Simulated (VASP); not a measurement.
# Nb (Im-3m) in VASP: further runs

Nb is run at these levels: PBE; tasks: single point.

All numbers are computed with VASP 6.6.1; they aren't measurements. Logs are shortened: lines on timing, memory, paths and dates and some standing lists are left out, and cuts for length are marked.

**1. The cell of the first run**

The structure is cubic, space group Im-3m (No. 229). The conventional cell has a = 3.328 Å, b = 3.328 Å, c = 3.328 Å, α = 90.00°, β = 90.00°, γ = 90.00°. Nb (site symmetry m-3m) has 14 Nb at 2.88 to 3.33 Å within 3.8 Å.

**2. Single point, PBE, collinear spin, ferromagnetic start**

Contents of INCAR:

```
PREC = Accurate ; ENCUT = 520
EDIFF = 1E-6 ; ISMEAR = -1
SIGMA = 0.05 ; LREAL = F
LASPH = T ; NELM = 150
ALGO = Normal ; ISIF = 2
LWAVE = F ; LCHARG = F
ISPIN = 2 ; MAGMOM = 0.2
LORBIT = 11 ; NUPDOWN = 0.2
LMAXMIX = 4 ; GGA = PE
NBANDS = 16
```

Contents of KPOINTS:

```
regular mesh
0
Gamma
  16 16 16
```

Contents of POSCAR:

```
Nb
1.0
   -1.6639500000      1.6639500000      1.6639500000
    1.6639500000     -1.6639500000      1.6639500000
    1.6639500000      1.6639500000     -1.6639500000
Nb
1
Direct
    0.0000000000      0.0000000000      0.0000000000
```

Potentials or basis: VASP PAW PBE potentials, release 64 (Nb_sv).

Launch:

```console
> cat potpaw_PBE.64/Nb_sv/POTCAR > POTCAR
> mpirun -np 1 vasp_std > vasp.out
```

OUTCAR:

```text
PREC = Accurate
   ENCUT = 520
   EDIFF = 1E-6
   ISMEAR = -1
   LREAL = F
   LASPH = T
   NELM = 150
   ISIF = 2
   ISPIN = 2
   LORBIT = 11
   NUPDOWN = 0.2
   GGA = PE

 ion  position               nearest neighbor table
   1  0.000  0.000  0.000-

  LATTYP: Found a body centered cubic cell.
 ALAT       =     3.3279000000

  Lattice vectors:

 A1 = (  -1.6639500000,   1.6639500000,   1.6639500000)
 A2 = (   1.6639500000,  -1.6639500000,   1.6639500000)
 A3 = (   1.6639500000,   1.6639500000,  -1.6639500000)

Analysis of symmetry for initial positions (statically):
=====================================================================
 Subroutine PRICEL returns:
 Original cell was already a primitive cell.

 Routine SETGRP: Setting up the symmetry group for a
 body centered cubic supercell.

 Subroutine GETGRP returns: Found 48 space group operations
 (whereof 48 operations were pure point group operations)
 out of a pool of 48 trial point group operations.

The static configuration has the point symmetry O_h .

Analysis of symmetry for dynamics (positions and initial velocities):
=====================================================================
 Subroutine PRICEL returns:
 Original cell was already a primitive cell.

 Routine SETGRP: Setting up the symmetry group for a
 body centered cubic supercell.

 Subroutine GETGRP returns: Found 48 space group operations
 (whereof 48 operations were pure point group operations)
 out of a pool of 48 trial point group operations.

The dynamic configuration has the point symmetry O_h .

Analysis of structural, dynamic, and magnetic symmetry:
=====================================================================
 Subroutine PRICEL returns:
 Original cell was already a primitive cell.

 Routine SETGRP: Setting up the symmetry group for a
 body centered cubic supercell.

 Subroutine GETGRP returns: Found 48 space group operations
 (whereof 48 operations were pure point group operations)
 out of a pool of 48 trial point group operations.

The overall configuration has the point symmetry O_h .

 Subroutine INISYM returns: Found 48 space group operations
 (whereof 48 operations are pure point group operations),
 and found     1 'primitive' translations

----------------------------------------------------------------------------------------

                                     Primitive cell

  volume of cell :      18.4281

  direct lattice vectors                    reciprocal lattice vectors
    -1.663950000  1.663950000  1.663950000     0.000000000  0.300489798  0.300489798
     1.663950000 -1.663950000  1.663950000     0.300489798  0.000000000  0.300489798
     1.663950000  1.663950000 -1.663950000     0.300489798  0.300489798  0.000000000

  length of vectors
     2.882045941  2.882045941  2.882045941     0.424956748  0.424956748  0.424956748

  position of ions in fractional coordinates (direct lattice)
     0.000000000  0.000000000  0.000000000

  ion indices of the primitive-cell ions
   primitive index   ion index
                 1           1

----------------------------------------------------------------------------------------

 KPOINTS: regular mesh

Automatic generation of k-mesh.
 Grid dimensions read from file:
 generate k-points for:   16   16   16

 Generating k-lattice:

  Cartesian coordinates                     Fractional coordinates (reciprocal lattice)
     0.000000000  0.018780612  0.018780612     0.062500000  0.000000000  0.000000000
     0.018780612  0.000000000  0.018780612     0.000000000  0.062500000  0.000000000
     0.018780612  0.018780612  0.000000000     0.000000000  0.000000000  0.062500000

  Length of vectors
     0.026559797  0.026559797  0.026559797

  Shift w.r.t. Gamma in fractional coordinates (k-lattice)
     0.000000000  0.000000000  0.000000000

 Subroutine IBZKPT returns following result:
 ===========================================

 Found    145 irreducible k-points:

 Following reciprocal coordinates:
            Coordinates               Weight
  0.000000  0.000000  0.000000      1.000000
  0.062500  0.000000  0.000000     12.000000
  0.125000  0.000000  0.000000     12.000000
  0.187500  0.000000  0.000000     12.000000
  0.250000  0.000000  0.000000     12.000000
  0.312500  0.000000  0.000000     12.000000
[... 16 lines left out ...]
  0.187500  0.187500  0.000000     24.000000
  0.250000  0.187500  0.000000     48.000000
 [... further k-points ...]
   k-points           NKPTS =    145   k-points in BZ     NKDIM =    145   number of bands    NBANDS=     16
   number of dos      NEDOS =    301   number of ions     NIONS =      1
   total plane-waves  NPLWV =  13824
   dimension x,y,z NGX =    24 NGY =   24 NGZ =   24
   dimension x,y,z NGXF=    48 NGYF=   48 NGZF=   48
   ions per type =               1
   NGX,Y,Z   is equivalent  to a cutoff of  13.84, 13.84, 13.84 a.u.
   NGXF,Y,Z  is equivalent  to a cutoff of  27.69, 27.69, 27.69 a.u.
 SYSTEM =  unknown system
   PREC   = accura    normal or accurate (medium, high low for compatibility)
   ISTART =      0    job   : 0-new  1-cont  2-samecut
   ICHARG =      2    charge: 1-file 2-atom 10-const
   ISPIN  =      2    spin polarized calculation?
   LNONCOLLINEAR =      F non collinear calculations
   LSORBIT =      F    spin-orbit coupling
   LASPH  =      T    aspherical Exc in radial PAW
   ENCUT  =  520.0 eV  38.22 Ry    6.18 a.u.   5.36  5.36  5.36*2*pi/ulx,y,z
   NELM   =    150;   NELMIN=  2; NELMDL= -5     # of ELM steps
   EDIFF  = 0.1E-05   stopping-criterion for ELM
   LREAL  =      F    real-space projection
   EDIFFG = 0.1E-04   stopping-criterion for IOM
   NSW    =      0    number of steps for IOM
   IBRION =     -1    ionic relax: 0-MD 1-quasi-New 2-CG
   NFREE  =      0    steps in history (QN), initial steepest desc. (CG)
   ISIF   =      2    stress and relaxation
   ISYM   =      2    0-nonsym 1-usesym 2-fastsym
   POTIM  = 0.5000    time-step for ionic-motion
   TEBEG  =    0.0;   TEEND  =   0.0 temperature during run
   PSTRESS=    0.0 pullay stress
   NELECT =      13.0000    total number of electrons
   NUPDOWN=       0.2000    fix difference up-down
   EMIN   =  10.00;   EMAX   =-10.00  energy-range for DOS
   EFERMI =   0.00;   METHOD = LEGACY
   ISMEAR =    -1;   SIGMA  =   0.05  broadening in eV -4-tet -1-fermi 0-gaus
   EFERMI_NEDOS =   21; number of points for ismear=-14 and -15
   IALGO  =     38    algorithm
   IMIX   =      4    mixing-type and parameters
     AMIX     =   0.40;   BMIX     =  1.00
     AMIX_MAG =   1.60;   BMIX_MAG =  1.00
  volume/ion in A,a.u.               =      18.43       124.36
  Fermi-wavevector in a.u.,A,eV,Ry     =   1.457345  2.753983 28.896790  2.123854
  Thomas-Fermi vector in A             =   2.574157
   LORBIT       =     11    0 simple, 1 ext, 2 COOP (PROOUT), +10 PAW based schemes
   GGA     = PE    functional components
   LHFCALC =     F    Hartree Fock is set to
   AEXX    =    0.0000 exact exchange contribution
   IVDW    =     0    specifies the selected vdW correction
   LEPSILON=     F    determine dielectric tensor
   LRPA    =     F    only Hartree local field effects (RPA)
 spin polarized calculation
  energy-cutoff  :      520.00
  volume of cell :       18.43
 maximum number of plane-waves:       531
 NGX is ok and might be reduce to    24
   NGX = 11   NGY = 11   NGZ = 11

 number of electron      12.9999999 magnetization       0.2000000

 Free energy of the ion-electron system (eV)
  ---------------------------------------------------
  ext. energy  EPLUGINS =         0.00000000
  ---------------------------------------------------
  free energy    TOTEN  =       -10.21379315 eV

  energy without entropy =      -10.20134434  energy(sigma->0) =      -10.20756875

 E-fermi :  10.8131     XC(G=0): -12.3811

 val. band max:       10.9376299320   @ k =  -0.1875   0.1875   0.1250
 cond. band min:      10.8359717490   @ k =   0.2500   0.0000   0.0000
 fundamental gap:     -0.1016581831
 Fermi energy:        10.9447703626

 spin component 1

 k-point     1 :       0.0000    0.0000    0.0000
  band No.  band energies     occupation
      1     -43.5691      1.00000
      2     -18.9176      1.00000
      3     -18.9176      1.00000
      4     -18.9176      1.00000
      5       4.8939      1.00000
      6      11.1622      0.01275
[... 8 lines left out ...]
     15      35.4960      0.00000
     16      38.3655      0.00000

 k-point     2 :       0.0625    0.0000    0.0000
  band No.  band energies     occupation
      1     -43.5607      1.00000
      2     -18.9694      1.00000
      3     -18.9334      1.00000
      4     -18.9180      1.00000
      5       5.0516      1.00000
      6      11.0659      0.08139
[... 8 lines left out ...]
     15      35.0142      0.00000
     16      38.1845      0.00000
[... 387 lines left out ...]
      5       7.7893      1.00000
      6       9.7837      1.00000
[... 8 lines left out ...]
     15      33.3035      0.00000
     16      36.9183      0.00000

 k-point    24 :       0.2500    0.1875    0.0000
  band No.  band energies     occupation
      1     -43.3710      1.00000
      2     -19.9113      1.00000
      3     -19.3276      1.00000
      4     -19.0270      1.00000
      5       8.1112      1.00000
      6       9.5603      1.00000
[... 8 lines left out ...]
     15      33.6433      0.00000
     16      36.4540      0.00000

 [... further k-points ...]

 spin component 2

 k-point     1 :       0.0000    0.0000    0.0000
  band No.  band energies     occupation
      1     -43.4857      1.00000
      2     -18.8273      1.00000
      3     -18.8273      1.00000
      4     -18.8273      1.00000
      5       5.0300      1.00000
      6      11.3179      0.00004
[... 8 lines left out ...]
     15      35.5951      0.00000
     16      38.4738      0.00000

 k-point     2 :       0.0625    0.0000    0.0000
  band No.  band energies     occupation
      1     -43.4773      1.00000
      2     -18.8788      1.00000
      3     -18.8430      1.00000
      4     -18.8277      1.00000
      5       5.1876      1.00000
      6      11.2216      0.00028
[... 8 lines left out ...]
     15      35.1163      0.00000
     16      38.2974      0.00000
[... 387 lines left out ...]
      5       7.9261      1.00000
      6       9.9159      1.00000
[... 8 lines left out ...]
     15      33.4320      0.00000
     16      37.0754      0.00000

 k-point    24 :       0.2500    0.1875    0.0000
  band No.  band energies     occupation
      1     -43.2886      1.00000
      2     -19.8156      1.00000
      3     -19.2348      1.00000
      4     -18.9362      1.00000
      5       8.2497      1.00000
      6       9.6950      1.00000
[... 8 lines left out ...]
     15      33.7744      0.00000
     16      36.6091      0.00000

 [... further k-points ...]

------------------------ aborting loop because EDIFF is reached ----------------------------------------

  FORCE on cell =-STRESS in cart. coord.  units (eV):
  Direction    XX          YY          ZZ          XY          YZ          ZX
  --------------------------------------------------------------------------------------
  -------------------------------------------------------------------------------------
  Total       -0.3714132     -0.3714132     -0.3714132      0.0000000      0.0000000     -0.0000000
  in kB      -32.2914184    -32.2914184    -32.2914184      0.0000000      0.0000000     -0.0000000
  external PRESSURE =     -32.2914184 kB  Pullay stress =       0.0000000 kB

 VOLUME and BASIS-vectors are now :
 -----------------------------------------------------------------------------
  energy-cutoff  :      520.00
  volume of cell :       18.43
      direct lattice vectors                 reciprocal lattice vectors
    -1.663950000  1.663950000  1.663950000     0.000000000  0.300489798  0.300489798
     1.663950000 -1.663950000  1.663950000     0.300489798  0.000000000  0.300489798
     1.663950000  1.663950000 -1.663950000     0.300489798  0.300489798  0.000000000

 POSITION                                       TOTAL-FORCE (eV/Angst)
 -----------------------------------------------------------------------------------
      0.00000      0.00000      0.00000         0.000000     -0.000000     -0.000000
 -----------------------------------------------------------------------------------
    total drift:                                0.000000      0.000000      0.000000

  FREE ENERGIE OF THE ION-ELECTRON SYSTEM (eV)
  ---------------------------------------------------
  free  energy   TOTEN  =       -10.2137931528 eV

  energy  without entropy=      -10.2013443421  energy(sigma->0) =      -10.20756875

 total charge

# of ion       s       p       d       tot
------------------------------------------
    1        2.218   5.994   2.482  10.694

 magnetization (x)

# of ion       s       p       d       tot
------------------------------------------
    1        0.002   0.009   0.117   0.128
```

Wall time 68 s (1 thread of Intel Xeon Platinum 8259CL at 2.50GHz (Skylake/Cascade Lake), shared host); peak memory 0.19 GiB.

Results:

| Item | Value |
| --- | --- |
| Free energy | -10.2138 eV |
| Pressure | -3.2 GPa |
| Net moment | 0.20 μB per cell |
| Site moments | Nb +0.13 μB |
| Valence electrons inside the program's atomic spheres | Nb 10.69 |

Caveat: the total moment is fixed, so each spin has its own Fermi level.

**3. Single point, PBE, collinear spin, ferromagnetic start**

Contents of INCAR:

```
  PREC = Accurate
  ENCUT = 520
  EDIFF = 1E-6
  ISMEAR = -1
  SIGMA = 0.05
  LREAL = False
  LASPH = True
  NELM = 150
  ALGO = Normal
  ISIF = 2
  LWAVE = False
  LCHARG = False
  ISPIN = 2
  MAGMOM = 0.4
  LORBIT = 11
  NUPDOWN = 0.4
  LMAXMIX = 4
  GGA = PE
  NBANDS = 16
```

Contents of KPOINTS:

```
Automatic mesh
0
Gamma
  16 16 16
```

POSCAR is that of step 2.

Potentials or basis: VASP PAW PBE potentials, release 64 (Nb_sv).

Launch:

```console
> cat potpaw_PBE.64/Nb_sv/POTCAR > POTCAR
> mpirun -np 1 vasp_std > vasp.out
```

OUTCAR:

```text
PREC = Accurate
   ENCUT = 520
   EDIFF = 1E-6
   ISMEAR = -1
   LREAL = False
   LASPH = True
   NELM = 150
   ISIF = 2
   ISPIN = 2
   LORBIT = 11
   NUPDOWN = 0.4
   GGA = PE

 ion  position               nearest neighbor table
   1  0.000  0.000  0.000-

  LATTYP: Found a body centered cubic cell.
 ALAT       =     3.3279000000

  Lattice vectors:

 A1 = (  -1.6639500000,   1.6639500000,   1.6639500000)
 A2 = (   1.6639500000,  -1.6639500000,   1.6639500000)
 A3 = (   1.6639500000,   1.6639500000,  -1.6639500000)

Analysis of symmetry for initial positions (statically):
=====================================================================
 Subroutine PRICEL returns:
 Original cell was already a primitive cell.

 Routine SETGRP: Setting up the symmetry group for a
 body centered cubic supercell.

 Subroutine GETGRP returns: Found 48 space group operations
 (whereof 48 operations were pure point group operations)
 out of a pool of 48 trial point group operations.

The static configuration has the point symmetry O_h .

Analysis of symmetry for dynamics (positions and initial velocities):
=====================================================================
 Subroutine PRICEL returns:
 Original cell was already a primitive cell.

 Routine SETGRP: Setting up the symmetry group for a
 body centered cubic supercell.

 Subroutine GETGRP returns: Found 48 space group operations
 (whereof 48 operations were pure point group operations)
 out of a pool of 48 trial point group operations.

The dynamic configuration has the point symmetry O_h .

Analysis of structural, dynamic, and magnetic symmetry:
=====================================================================
 Subroutine PRICEL returns:
 Original cell was already a primitive cell.

 Routine SETGRP: Setting up the symmetry group for a
 body centered cubic supercell.

 Subroutine GETGRP returns: Found 48 space group operations
 (whereof 48 operations were pure point group operations)
 out of a pool of 48 trial point group operations.
[... 133 lines left out ...]
 maximum number of plane-waves:       531
 NGX is ok and might be reduce to    24
   NGX = 11   NGY = 11   NGZ = 11

 number of electron      12.9999999 magnetization       0.4000000

 Free energy of the ion-electron system (eV)
  ---------------------------------------------------
  ext. energy  EPLUGINS =         0.00000000
  ---------------------------------------------------
  free energy    TOTEN  =       -10.19390888 eV

  energy without entropy =      -10.18118159  energy(sigma->0) =      -10.18754523

 E-fermi :  10.7773     XC(G=0): -12.3793

 val. band max:       11.0435764412   @ k =  -0.1250   0.1250   0.1250
 cond. band min:      10.7807669545   @ k =   0.3750   0.2500   0.0000
 fundamental gap:     -0.2628094867
 Fermi energy:        11.0468553542

 spin component 1

 k-point     1 :       0.0000    0.0000    0.0000
  band No.  band energies     occupation
      1     -43.6118      1.00000
      2     -18.9632      1.00000
      3     -18.9632      1.00000
      4     -18.9632      1.00000
      5       4.8242      1.00000
      6      11.0894      0.29943
[... 435 lines left out ...]
      5       8.0423      1.00000
      6       9.4940      1.00000
[... 8 lines left out ...]
     15      33.5765      0.00000
     16      36.3791      0.00000

 [... further k-points ...]

 spin component 2

 k-point     1 :       0.0000    0.0000    0.0000
  band No.  band energies     occupation
      1     -43.4468      1.00000
      2     -18.7850      1.00000
      3     -18.7850      1.00000
      4     -18.7850      1.00000
      5       5.1027      1.00000
      6      11.3924      0.00000
[... 435 lines left out ...]
      5       8.3208      1.00000
      6       9.7624      1.00000
[... 8 lines left out ...]
     15      33.8436      0.00000
     16      36.6876      0.00000

 [... further k-points ...]

------------------------ aborting loop because EDIFF is reached ----------------------------------------

  FORCE on cell =-STRESS in cart. coord.  units (eV):
  Direction    XX          YY          ZZ          XY          YZ          ZX
  --------------------------------------------------------------------------------------
  -------------------------------------------------------------------------------------
  Total       -0.2679125     -0.2679125     -0.2679125     -0.0000000      0.0000000      0.0000000
  in kB      -23.2928605    -23.2928605    -23.2928605     -0.0000000      0.0000000      0.0000000
  external PRESSURE =     -23.2928605 kB  Pullay stress =       0.0000000 kB

 VOLUME and BASIS-vectors are now :
 -----------------------------------------------------------------------------
  energy-cutoff  :      520.00
  volume of cell :       18.43
      direct lattice vectors                 reciprocal lattice vectors
    -1.663950000  1.663950000  1.663950000     0.000000000  0.300489798  0.300489798
     1.663950000 -1.663950000  1.663950000     0.300489798  0.000000000  0.300489798
     1.663950000  1.663950000 -1.663950000     0.300489798  0.300489798  0.000000000

 POSITION                                       TOTAL-FORCE (eV/Angst)
 -----------------------------------------------------------------------------------
      0.00000      0.00000      0.00000        -0.000000     -0.000000      0.000000
 -----------------------------------------------------------------------------------
    total drift:                                0.000000      0.000000     -0.000000

  FREE ENERGIE OF THE ION-ELECTRON SYSTEM (eV)
  ---------------------------------------------------
  free  energy   TOTEN  =       -10.1939088797 eV

  energy  without entropy=      -10.1811815871  energy(sigma->0) =      -10.18754523

 total charge

# of ion       s       p       d       tot
------------------------------------------
    1        2.218   5.996   2.478  10.692

 magnetization (x)

# of ion       s       p       d       tot
------------------------------------------
    1        0.005   0.020   0.228   0.253
```

stdout:

```text
POSCAR found type information on POSCAR Nb
 POSCAR found :  1 types and       1 ions
 scaLAPACK will be used
 LDA part: xc-table for (Slater+PW92), standard interpolation
 POSCAR, INCAR and KPOINTS ok, starting setup
 FFT: planning ... GRIDC
 FFT: planning ... GRID_SOFT
 FFT: planning ... GRID
 WAVECAR not read
 entering main loop
```

Run time: 80 s. Hardware: 1 thread of Intel Xeon Platinum 8259CL at 2.50GHz (Skylake/Cascade Lake), shared host; peak memory 0.19 GiB.

What came out:

| Quantity | Value |
| --- | --- |
| Free energy | -10.1939 eV |
| Pressure | -2.3 GPa |
| Net moment | 0.40 μB per cell |
| Site moments | Nb +0.25 μB |
| Valence electrons inside the program's atomic spheres | Nb 10.69 |

Caveat: the total moment is fixed, so each spin has its own Fermi level.

(Part 1 of 2 ends here.)
